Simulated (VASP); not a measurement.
# F: single point with PBE+D3(BJ)

The system is F.

```
F
1.0
     3.35256    0.04420   -0.05799
    -0.17107    5.98854   -0.07673
    -0.27018   -0.25241    6.34643
F
8
Direct
  0.40117 0.16478 0.35421
  0.94937 0.76608 0.26673
  0.90159 0.25310 0.93724
  0.42246 0.63103 0.69923
  0.57754 0.36897 0.30077
  0.09841 0.74690 0.06276
  0.05063 0.23392 0.73327
  0.59883 0.83522 0.64579
```

* Program: VASP 6.6.1
* Task: single point
* Functional: PBE
* Dispersion: D3(BJ)
* Potentials or basis: VASP PAW PBE potentials, release 64 (F)
* Cutoff: 520 eV
* k mesh: 6 × 4 × 4
* Occupations: gaussian, width 0.02 eV
* Spin: no spin polarisation

The pressure is 0.9 GPa, the largest force is 0.385 eV/Å and the band gap on the k mesh is 3.01 eV. The dispersion energy per atom is -0.029 eV.

Forces on the atoms (eV/Å):
```
F   -0.154 -0.334  0.102
F   -0.149  0.014  0.343
F   -0.148  0.015  0.344
F   -0.157 -0.336  0.104
F    0.157  0.336 -0.104
F    0.148 -0.015 -0.344
F    0.149 -0.014 -0.343
F    0.154  0.334 -0.102
```

Stress tensor (GPa, compression positive):
```
 0.49  0.43 -0.57
 0.43  1.07 -0.25
-0.57 -0.25  1.22
```

Levels at points of the mesh, in eV from the valence-band top:
```csv
k point,band 25,band 26,band 27,band 28,band 29,band 30,band 31,band 32
"(0.00, 0.00, 0.00)",-0.21,-0.20,-0.11,-0.04,3.17,3.30,3.45,3.54
"(0.50, 0.00, 0.00)",-0.13,-0.11,-0.08,-0.03,3.22,3.29,3.40,3.46
"(0.00, 0.50, 0.00)",-0.22,-0.17,-0.14,0.00,3.01,3.34,3.40,3.52
"(0.50, 0.50, 0.00)",-0.16,-0.14,-0.10,-0.09,3.25,3.35,3.43,3.45
"(0.00, 0.00, 0.50)",-0.21,-0.21,-0.11,-0.11,3.26,3.32,3.37,3.43
"(0.50, 0.00, 0.50)",-0.25,-0.08,-0.06,0.00,3.16,3.22,3.43,3.55
"(0.00, 0.50, 0.50)",-0.23,-0.21,-0.14,-0.07,3.08,3.25,3.42,3.46
"(0.50, 0.50, 0.50)",-0.17,-0.11,-0.11,-0.06,3.14,3.33,3.48,3.53
```

Wall time 2 min on 1 thread of Intel(R) Xeon(R) Platinum 8559C (Emerald Rapids), on a shared host, peak memory 0.33 GiB.

A k mesh can miss the band edges.
